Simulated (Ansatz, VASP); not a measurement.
Au in VASP and in Ansatz

```
Au
1.0
     0.00000    2.90974    2.90974
     2.90974    0.00000    2.90974
     2.90974    2.90974    0.00000
Au
2
Cartesian
  0.7274 0.7274 0.7274
  5.0920 5.0920 5.0920
```

Alike in both runs: task single point; functional r2SCAN; k mesh 10 × 10 × 10; occupations fermi-dirac, width 0.1 eV; no spin polarisation.

|  | VASP | Ansatz |
| --- | --- | --- |
| version | VASP 6.6.1 | Ansatz 0.2.0 |
| potentials or method | VASP PAW PBE potentials, release 64 (Au), cutoff 520 eV | plane waves (500 eV) with PAW, scalar-relativistic |
| valence electrons in the cell | 22 | 38 |

VASP gave:

```
pressure (GPa) : 12.2
```

Task: Estimate Ansatz's values.

Result: Pressure (GPa): 12.0.

VASP's potentials were made for PBE, not for r2SCAN. VASP's potentials hold 22 valence electrons a cell and Ansatz's 38, so a difference there can come from the potentials and not from the codes.

Spin-orbit coupling is off throughout.
